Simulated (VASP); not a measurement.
# Ir (P6_3/mmc) in VASP: a series of runs

The runs below take Ir through single point, with LDA.

All numbers are computed with VASP 6.6.1; they aren't measurements. Logs are shortened: lines on timing, memory, paths and dates and some standing lists are left out, and cuts for length are marked.

**1. The cell of the first run**

Symmetry: P6_3/mmc, No. 194, hexagonal system. Conventional cell: a = 2.705 Å, b = 2.705 Å, c = 4.167 Å, α = 90.00°, β = 90.00°, γ = 120.00°. Within 3.4 Å of Ir (site symmetry -6m2) lie 12 Ir at 2.60 to 2.71 Å.

This isn't the form of Ir at room conditions, which is fcc.

**2. Single point, LDA**

INCAR reads:

```
  PREC = Accurate
  ENCUT = 520
  EDIFF = 1E-6
  ISMEAR = 0
  SIGMA = 0.15
  LREAL = F
  LASPH = T
  NELM = 60
  ALGO = Normal
  ISIF = 2
  LWAVE = F
  LCHARG = F
  GGA = CA
  NBANDS = 16
```

KPOINTS reads:

```
regular mesh
0
Gamma
  18 18 10
```

POSCAR reads:

```
Ir
1.0
    2.7052421931      0.0000000000      0.0000000000
   -1.3526210966      2.3428084626      0.0000000000
    0.0000000000      0.0000000000      4.1669000000
Ir
2
Direct
    0.6666666667      0.3333333333      0.7500000000
    0.3333333333      0.6666666667      0.2500000000
```

Potentials or basis: VASP PAW LDA potentials, release 64 (Ir).

The run is started by

```console
cat potpaw_LDA.64/Ir/POTCAR > POTCAR
mpirun -np 1 vasp_std > vasp.out
```

OUTCAR:

```text
PREC = Accurate
   ENCUT = 520
   EDIFF = 1E-6
   ISMEAR = 0
   LREAL = F
   LASPH = T
   NELM = 60
   ISIF = 2
   GGA = CA

 ion  position               nearest neighbor table
   1  0.667  0.333  0.750-   2 2.60   2 2.60   2 2.60   2 2.60   2 2.60   2 2.60
   2  0.333  0.667  0.250-   1 2.60   1 2.60   1 2.60   1 2.60   1 2.60   1 2.60

  LATTYP: Found a hexagonal cell.
 ALAT       =     2.7052421931
 C/A-ratio  =     1.5403057111

  Lattice vectors:

 A1 = (   2.7052421931,   0.0000000000,   0.0000000000)
 A2 = (  -1.3526210966,   2.3428084626,   0.0000000000)
 A3 = (   0.0000000000,   0.0000000000,   4.1669000000)

Analysis of symmetry for initial positions (statically):
=====================================================================
 Subroutine PRICEL returns:
 Original cell was already a primitive cell.

 Routine SETGRP: Setting up the symmetry group for a
 hexagonal supercell.

 Subroutine GETGRP returns: Found 24 space group operations
 (whereof 12 operations were pure point group operations)
 out of a pool of 24 trial point group operations.

The static configuration has the point symmetry D_3d.
 The point group associated with its full space group is D_6h.

Analysis of symmetry for dynamics (positions and initial velocities):
=====================================================================
 Subroutine PRICEL returns:
 Original cell was already a primitive cell.

 Routine SETGRP: Setting up the symmetry group for a
 hexagonal supercell.

 Subroutine GETGRP returns: Found 24 space group operations
 (whereof 12 operations were pure point group operations)
 out of a pool of 24 trial point group operations.

The dynamic configuration has the point symmetry D_3d.
 The point group associated with its full space group is D_6h.

 Subroutine INISYM returns: Found 24 space group operations
 (whereof 12 operations are pure point group operations),
 and found     1 'primitive' translations

----------------------------------------------------------------------------------------

                                     Primitive cell

  volume of cell :      26.4092

  direct lattice vectors                    reciprocal lattice vectors
     2.705242193  0.000000000  0.000000000     0.369652670  0.213419069  0.000000000
    -1.352621097  2.342808463  0.000000000     0.000000000  0.426838137  0.000000000
     0.000000000  0.000000000  4.166900000     0.000000000  0.000000000  0.239986561

  length of vectors
     2.705242193  2.705242193  4.166900000     0.426838137  0.426838137  0.239986561

  position of ions in fractional coordinates (direct lattice)
     0.666666667  0.333333333  0.750000000
     0.333333333  0.666666667  0.250000000

  ion indices of the primitive-cell ions
   primitive index   ion index
                 1           1
                 2           2

----------------------------------------------------------------------------------------

 KPOINTS: regular mesh

Automatic generation of k-mesh.
 Grid dimensions read from file:
 generate k-points for:   18   18   10

 Generating k-lattice:

  Cartesian coordinates                     Fractional coordinates (reciprocal lattice)
     0.020536259  0.011856615  0.000000000     0.055555556  0.000000000  0.000000000
     0.000000000  0.023713230  0.000000000     0.000000000  0.055555556  0.000000000
     0.000000000  0.000000000  0.023998656     0.000000000  0.000000000  0.100000000

  Length of vectors
     0.023713230  0.023713230  0.023998656

  Shift w.r.t. Gamma in fractional coordinates (k-lattice)
     0.000000000  0.000000000  0.000000000

 Subroutine IBZKPT returns following result:
 ===========================================

 Found    222 irreducible k-points:

 Following reciprocal coordinates:
            Coordinates               Weight
  0.000000  0.000000  0.000000      1.000000
  0.055556  0.000000  0.000000      6.000000
  0.111111  0.000000  0.000000      6.000000
  0.166667 -0.000000  0.000000      6.000000
  0.222222  0.000000  0.000000      6.000000
  0.277778 -0.000000  0.000000      6.000000
[... 16 lines left out ...]
  0.333333  0.111111  0.000000     12.000000
  0.388889  0.111111  0.000000     12.000000
 [... further k-points ...]
   k-points           NKPTS =    222   k-points in BZ     NKDIM =    222   number of bands    NBANDS=     16
   number of dos      NEDOS =    301   number of ions     NIONS =      2
   total plane-waves  NPLWV =  12800
   dimension x,y,z NGX =    20 NGY =   20 NGZ =   32
   dimension x,y,z NGXF=    40 NGYF=   40 NGZF=   64
   ions per type =               2
   NGX,Y,Z   is equivalent  to a cutoff of  12.29, 12.29, 12.77 a.u.
   NGXF,Y,Z  is equivalent  to a cutoff of  24.58, 24.58, 25.53 a.u.
 SYSTEM =  unknown system
   PREC   = accura    normal or accurate (medium, high low for compatibility)
   ISTART =      0    job   : 0-new  1-cont  2-samecut
   ICHARG =      2    charge: 1-file 2-atom 10-const
   ISPIN  =      1    spin polarized calculation?
   LNONCOLLINEAR =      F non collinear calculations
   LSORBIT =      F    spin-orbit coupling
   LASPH  =      T    aspherical Exc in radial PAW
   ENCUT  =  520.0 eV  38.22 Ry    6.18 a.u.   5.03  5.03  7.75*2*pi/ulx,y,z
   NELM   =     60;   NELMIN=  2; NELMDL= -5     # of ELM steps
   EDIFF  = 0.1E-05   stopping-criterion for ELM
   LREAL  =      F    real-space projection
   EDIFFG = 0.1E-04   stopping-criterion for IOM
   NSW    =      0    number of steps for IOM
   IBRION =     -1    ionic relax: 0-MD 1-quasi-New 2-CG
   NFREE  =      0    steps in history (QN), initial steepest desc. (CG)
   ISIF   =      2    stress and relaxation
   ISYM   =      2    0-nonsym 1-usesym 2-fastsym
   POTIM  = 0.5000    time-step for ionic-motion
   TEBEG  =    0.0;   TEEND  =   0.0 temperature during run
   PSTRESS=    0.0 pullay stress
   NELECT =      18.0000    total number of electrons
   NUPDOWN=      -1.0000    fix difference up-down
   EMIN   =  10.00;   EMAX   =-10.00  energy-range for DOS
   EFERMI =   0.00;   METHOD = LEGACY
   ISMEAR =     0;   SIGMA  =   0.15  broadening in eV -4-tet -1-fermi 0-gaus
   EFERMI_NEDOS =   21; number of points for ismear=-14 and -15
   IALGO  =     38    algorithm
   IMIX   =      4    mixing-type and parameters
     AMIX     =   0.40;   BMIX     =  1.00
     AMIX_MAG =   1.60;   BMIX_MAG =  1.00
  volume/ion in A,a.u.               =      13.20        89.11
  Fermi-wavevector in a.u.,A,eV,Ry     =   1.440722  2.722571 28.241357  2.075681
  Thomas-Fermi vector in A             =   2.559435
   LORBIT       =      0    0 simple, 1 ext, 2 COOP (PROOUT), +10 PAW based schemes
   GGA     = CA    functional components
   LHFCALC =     F    Hartree Fock is set to
   AEXX    =    0.0000 exact exchange contribution
   IVDW    =     0    specifies the selected vdW correction
   LEPSILON=     F    determine dielectric tensor
   LRPA    =     F    only Hartree local field effects (RPA)
 non-spin polarized calculation
 Gauss-broadening in eV      SIGMA  =   0.15
  energy-cutoff  :      520.00
  volume of cell :       26.41
 maximum number of plane-waves:       735
 NGX is ok and might be reduce to    20
   NGX =  9   NGY =  9   NGZ = 15

 number of electron      18.0000000 magnetization

 Free energy of the ion-electron system (eV)
  ---------------------------------------------------
  ext. energy  EPLUGINS =         0.00000000
  ---------------------------------------------------
  free energy    TOTEN  =       -20.30481580 eV

  energy without entropy =      -20.27726590  energy(sigma->0) =      -20.29104085

 E-fermi :  11.7745     XC(G=0): -14.5354

 val. band max:       11.7743516365   @ k =   0.3889   0.2222   0.2000
 cond. band min:      11.7779911600   @ k =   0.3889   0.2222   0.1000
 fundamental gap:      0.0036395235
 Fermi energy:        11.7745243289

 k-point     1 :       0.0000    0.0000    0.0000
  band No.  band energies     occupation
      1      -0.2904      2.00000
      2       2.7834      2.00000
      3       7.3370      2.00000
      4       7.3370      2.00000
      5       7.8590      2.00000
      6       8.2269      2.00000
[... 8 lines left out ...]
     15      28.8239      0.00000
     16      29.6713      0.00000

 k-point     2 :       0.0556    0.0000    0.0000
  band No.  band energies     occupation
      1      -0.1647      2.00000
      2       2.8891      2.00000
      3       7.0936      2.00000
      4       7.4437      2.00000
      5       8.0708      2.00000
      6       8.1640      2.00000
[... 8 lines left out ...]
     15      28.9701      0.00000
     16      29.8634      0.00000

 k-point     3 :       0.1111    0.0000    0.0000
  band No.  band energies     occupation
      1       0.2020      2.00000
      2       3.1841      2.00000
      3       6.6771      2.00000
      4       7.7596      2.00000
      5       7.9719      2.00000
      6       7.9776      2.00000
[... 8 lines left out ...]
     15      29.3473      0.00000
     16      30.3255      0.00000

 k-point     4 :       0.1667   -0.0000    0.0000
  band No.  band energies     occupation
      1       0.7768      2.00000
      2       3.5866      2.00000
      3       6.2803      2.00000
      4       7.1970      2.00000
      5       7.7493      2.00000
      6       7.9235      2.00000
[... 8 lines left out ...]
     15      29.4201      0.00000
     16      29.7845      0.00000

 k-point     5 :       0.2222    0.0000    0.0000
  band No.  band energies     occupation
      1       1.4951      2.00000
      2       3.9126      2.00000
      3       6.0676      2.00000
      4       6.3337      2.00000
      5       7.5886      2.00000
      6       7.5969      2.00000
[... 8 lines left out ...]
     15      28.4536      0.00000
     16      28.6212      0.00000

 k-point     6 :       0.2778   -0.0000    0.0000
  band No.  band energies     occupation
      1       2.2472      2.00000
      2       3.9516      2.00000
      3       5.5530      2.00000
      4       6.1840      2.00000
      5       7.2717      2.00000
      6       7.6502      2.00000
[... 8 lines left out ...]
     15      27.0107      0.00000
     16      27.4412      0.00000

 k-point     7 :       0.3333   -0.0000    0.0000
  band No.  band energies     occupation
      1       2.8771      2.00000
      2       3.7705      2.00000
      3       4.9151      2.00000
      4       6.5447      2.00000
      5       7.0012      2.00000
      6       7.9567      2.00000
[... 8 lines left out ...]
     15      25.4838      0.00000
     16      26.6179      0.00000

 k-point     8 :       0.3889   -0.0000    0.0000
  band No.  band energies     occupation
      1       3.2494      2.00000
      2       3.5746      2.00000
      3       4.4463      2.00000
      4       6.7962      2.00000
      5       7.0396      2.00000
      6       8.1856      2.00000
[... 8 lines left out ...]
     15      24.1588      0.00000
     16      26.0162      0.00000

 k-point     9 :       0.4444    0.0000    0.0000
  band No.  band energies     occupation
      1       3.3066      2.00000
      2       3.5381      2.00000
      3       4.1602      2.00000
      4       6.6688      2.00000
      5       7.5165      2.00000
      6       8.1027      2.00000
[... 8 lines left out ...]
     15      23.2143      0.00000
     16      24.7987      0.00000
[... 172 lines left out ...]
 k-point    19 :       0.1111    0.1111    0.0000
  band No.  band energies     occupation
      1       1.1112      2.00000
      2       3.8355      2.00000
      3       6.0001      2.00000
      4       6.8827      2.00000
      5       7.5809      2.00000
      6       7.6836      2.00000
[... 8 lines left out ...]
     15      28.2307      0.00000
     16      29.5957      0.00000

 k-point    20 :       0.1667    0.1111    0.0000
  band No.  band energies     occupation
      1       1.8172      2.00000
      2       4.2045      2.00000
      3       5.6955      2.00000
      4       6.1192      2.00000
      5       7.2737      2.00000
      6       7.5871      2.00000
[... 8 lines left out ...]
     15      26.7191      0.00000
     16      28.5923      0.00000

 k-point    21 :       0.2222    0.1111    0.0000
  band No.  band energies     occupation
      1       2.5736      2.00000
      2       4.3002      2.00000
      3       5.4113      2.00000
      4       5.7058      2.00000
      5       7.0265      2.00000
      6       7.6636      2.00000
[... 8 lines left out ...]
     15      25.3654      0.00000
     16      27.7033      0.00000

 k-point    22 :       0.2778    0.1111    0.0000
  band No.  band energies     occupation
      1       3.2253      2.00000
      2       4.1136      2.00000
      3       4.8239      2.00000
      4       6.0550      2.00000
      5       6.8408      2.00000
      6       7.9622      2.00000
[... 8 lines left out ...]
     15      23.9210      0.00000
     16      26.9833      0.00000

 k-point    23 :       0.3333    0.1111    0.0000
  band No.  band energies     occupation
      1       3.6277      2.00000
      2       3.8916      2.00000
      3       4.3881      2.00000
      4       6.5705      2.00000
      5       6.7159      2.00000
      6       8.1163      2.00000
[... 8 lines left out ...]
     15      22.5990      0.00000
     16      26.4544      0.00000

 k-point    24 :       0.3889    0.1111    0.0000
  band No.  band energies     occupation
      1       3.6908      2.00000
      2       3.8470      2.00000
      3       4.1208      2.00000
      4       6.6460      2.00000
      5       7.0613      2.00000
      6       7.9821      2.00000
[... 8 lines left out ...]
     15      23.5564      0.00000
     16      25.8123      0.00000

 [... further k-points ...]
[... 5 lines left out ...]
  --------------------------------------------------------------------------------------
  -------------------------------------------------------------------------------------
  Total        3.2402200      3.2402200      7.7151871     -0.0000000      0.0000000      0.0000000
  in kB      196.5753565    196.5753565    468.0594628     -0.0000000      0.0000000      0.0000000
  external PRESSURE =     287.0700586 kB  Pullay stress =       0.0000000 kB

 VOLUME and BASIS-vectors are now :
 -----------------------------------------------------------------------------
  energy-cutoff  :      520.00
  volume of cell :       26.41
      direct lattice vectors                 reciprocal lattice vectors
     2.705242193  0.000000000  0.000000000     0.369652670  0.213419069  0.000000000
    -1.352621097  2.342808463  0.000000000     0.000000000  0.426838137  0.000000000
     0.000000000  0.000000000  4.166900000     0.000000000  0.000000000  0.239986561

 POSITION                                       TOTAL-FORCE (eV/Angst)
 -----------------------------------------------------------------------------------
      1.35262      0.78094      3.12518         0.000000     -0.000000      0.000000
     -0.00000      1.56187      1.04173        -0.000000      0.000000      0.000000
 -----------------------------------------------------------------------------------
    total drift:                               -0.000000      0.000000     -0.000000

  FREE ENERGIE OF THE ION-ELECTRON SYSTEM (eV)
  ---------------------------------------------------
  free  energy   TOTEN  =       -20.3048158040 eV

  energy  without entropy=      -20.2772659031  energy(sigma->0) =      -20.29104085
```

It took 30 s on 1 thread of Intel Xeon 6975P-C (Granite Rapids), shared host; peak memory 0.19 GiB.

What came out:

* Free energy: -20.3048 eV
* Pressure: 28.7 GPa
* Band gap on the k mesh: zero (bands 9 and 10 overlap by 3.68 eV)

Levels at points of the mesh, in eV from the Fermi level:
| k point | band 7 | band 8 | band 9 | band 10 | band 11 | band 12 |
| --- | --- | --- | --- | --- | --- | --- |
| (0.00, 0.00, 0.00) | -3.55 | -3.23 | -3.23 | -0.43 | 0.21 | 0.21 |
| (0.50, 0.00, 0.00) | -3.04 | 0.37 | 0.99 | 1.34 | 3.04 | 4.50 |
| (0.00, 0.00, 0.50) | -4.72 | -4.72 | -0.54 | -0.54 | -0.54 | -0.54 |
| (0.50, 0.00, 0.50) | -1.21 | -1.21 | 0.75 | 0.75 | 2.09 | 2.09 |

Caveat: the cell stands under pressure; spin-orbit coupling is left out, which moves the levels of the heavy elements.

**3. Single point, LDA**

This run uses another cell than the first one, of 13.26 Å³/atom.

INCAR reads:

```
PREC = Accurate
ENCUT = 520
EDIFF = 1E-7
ISMEAR = 0
SIGMA = 0.15
LREAL = False
LASPH = True
NELM = 100
ALGO = Fast
ISIF = 2
LWAVE = False
LCHARG = False
NBANDS = 16
```

KPOINTS reads:

```
Automatic mesh
0
Gamma
  18 18 10
```

POSCAR reads:

```
Ir
1.0
    2.6421000000      0.0000000000      0.0000000000
   -1.3210500000      2.2881257193      0.0000000000
    0.0000000000      0.0000000000      4.3862377060
Ir
2
Direct
    0.6666666667      0.3333333333      0.7500000000
    0.3333333333      0.6666666667      0.2500000000
```

Potentials or basis: VASP PAW LDA potentials, release 64 (Ir).

The run is started by

```console
cat potpaw_LDA.64/Ir/POTCAR > POTCAR
mpirun -np 1 vasp_std > vasp.out
```

It took 54 s on 1 thread of Intel Xeon 6975P-C (Granite Rapids), shared host; peak memory 0.19 GiB.

The run converged. Its results:

* Free energy: -20.3886 eV
* Pressure: 24.7 GPa
* Band gap on the k mesh: zero (bands 9 and 10 overlap by 3.89 eV)

Stress tensor (GPa, compression positive):
```
28.59  0.00  0.00
 0.00 28.59  0.00
 0.00  0.00 17.07
```

Levels at points of the mesh, in eV from the Fermi level:
| k point | band 5 | band 6 | band 7 | band 8 | band 9 | band 10 | band 11 | band 12 | band 13 | band 14 |
| --- | --- | --- | --- | --- | --- | --- | --- | --- | --- | --- |
| (0.00, 0.00, 0.00) | -4.26 | -3.58 | -3.58 | -2.41 | -2.41 | -1.17 | 0.35 | 0.35 | 7.42 | 14.29 |
| (0.50, 0.00, 0.00) | -4.08 | -3.63 | -3.43 | 1.02 | 1.03 | 1.44 | 3.34 | 4.92 | 8.72 | 10.62 |
| (0.00, 0.00, 0.50) | -4.33 | -4.33 | -4.33 | -4.33 | -0.48 | -0.48 | -0.48 | -0.48 | 13.64 | 13.64 |
| (0.50, 0.00, 0.50) | -2.26 | -2.26 | -1.06 | -1.06 | 1.26 | 1.26 | 2.21 | 2.21 | 8.46 | 8.46 |

Caveat: the cell stands under pressure; spin-orbit coupling is left out, which moves the levels of the heavy elements.

(Part 1 of 2 ends here.)
